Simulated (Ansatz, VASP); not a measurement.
**One calculation of Ni3Ge, two programs**

File INCAR:

```
PREC = Accurate
ENCUT = 520
EDIFF = 1E-6
ISMEAR = 0
SIGMA = 0.1
LREAL = False
LASPH = True
NELM = 60
ALGO = Fast
ISIF = 2
LWAVE = False
LCHARG = False
GGA = PS
NBANDS = 30
```

File KPOINTS:

```
Automatic mesh
0
Gamma
  12 12 12
```

POSCAR

```
Ni3Ge
1.0
    3.4158256103      0.0000000000      0.0000000000
    0.0000000000      3.4158256103      0.0000000000
    0.0000000000      0.0000000000      3.4158256103
Ni Ge
3 1
Direct
    0.5000000000      0.0000000000      0.5000000000
    0.0000000000      0.5000000000      0.5000000000
    0.5000000000      0.5000000000      0.0000000000
    0.0000000000      0.0000000000      0.0000000000
```

Input for Ansatz:

```yaml
crystal:
  lattice:
    - [3.4158256103, 0.0, 0.0]
    - [0.0, 3.4158256103, 0.0]
    - [0.0, 0.0, 3.4158256103]
  atoms:
    - { symbol: Ni, position: [0.5, 0.0, 0.5] }
    - { symbol: Ni, position: [0.0, 0.5, 0.5] }
    - { symbol: Ni, position: [0.5, 0.5, 0.0] }
    - { symbol: Ge, position: [0.0, 0.0, 0.0] }
basis:
  ecutwfc: 420
kpoints:
  mp_grid: { grid: [12, 12, 12] }
hamiltonian:
  xc: pbesol
scf:
  occupations: { method: gaussian, width: 0.1 }
output:
  forces: true
  stress: true
  eigenvalues: true
```

Alike in both runs: task single point; functional PBEsol; k mesh 12 × 12 × 12; occupations gaussian, width 0.1 eV; no spin polarisation.

|  | VASP | Ansatz |
| --- | --- | --- |
| version | VASP 6.6.1 | Ansatz 0.2.0 |
| potentials or method | VASP PAW PBE potentials, release 64 (Ni, Ge_d), cutoff 520 eV | scalar-relativistic, plane waves, PAW |
| valence electrons in the cell | 44 | 68 |

Ansatz gave:

| Quantity | Value |
| --- | --- |
| gap on the k mesh at the Fermi level (eV) | none |
| pressure (GPa) | 25.9 |

Task: What did VASP give for the same quantities?

Result: gap on the k mesh at the Fermi level (eV): none; pressure (GPa): 26.1.

VASP's potentials were made for PBE, not for PBEsol. A gap of «none» marks a metal or a gap that the smearing closes. The functional is the same, so the differences come from potentials, cutoffs and numerics. VASP's potentials hold 44 valence electrons a cell and Ansatz's 68, so a difference there can come from the potentials and not from the codes.
